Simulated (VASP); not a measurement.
Runs of VASP 6.6.1 on MgS. The structure is that of space group P6/mmm (No. 191), or close to it. The cells are those of the table. 

```tsv
task	cell	k mesh	cutoff (eV)	smearing	gap on the mesh (eV)	pressure (GPa)	relaxed volume (Å³/atom)
single point	a = 6.586, b = 6.586, c = 4.457 Å, angles 90.0, 90.0, 120.0°, 2 atoms	6 × 6 × 6	520	gaussian 0.02 eV	(a)	0.0	-
relaxation of cell and atoms	relaxed from a = 6.586, b = 6.586, c = 4.457 Å, angles 90.0, 90.0, 120.0°, 2 atoms	6 × 6 × 6	600	gaussian 0.02 eV	2.57	0.0	95.57
single point	a = 3.131, b = 3.131, c = 4.565 Å, angles 90.0, 90.0, 120.0°, 2 atoms	6 × 6 × 4	520	gaussian 0.1 eV	none	10.7	-
relaxation of cell and atoms	relaxed from a = 3.131, b = 3.131, c = 4.565 Å, angles 90.0, 90.0, 120.0°, 2 atoms	6 × 6 × 4	600	gaussian 0.1 eV	(c)	0.0	49.35
relaxation of cell and atoms	relaxed from a = 5.460, b = 5.460, c = 4.449 Å, angles 90.0, 90.0, 120.0°, 2 atoms	6 × 6 × 6	600	gaussian 0.02 eV	2.45	0.0	(b)
```

Alike in all rows: level PBE; potentials or basis VASP PAW PBE potentials, release 64 (Mg, S); no spin polarisation.

Q: Fill in the values left out.

A: (a) 2.46; (b) 82.93; (c) 1.62.

Caveats: some runs use coarse meshes; the volume moved by over 15 % at a fixed basis, so the end points are rough (some runs).

A k mesh can miss the band edges.

A gap of «none» marks levels without a gap at the run's occupations.
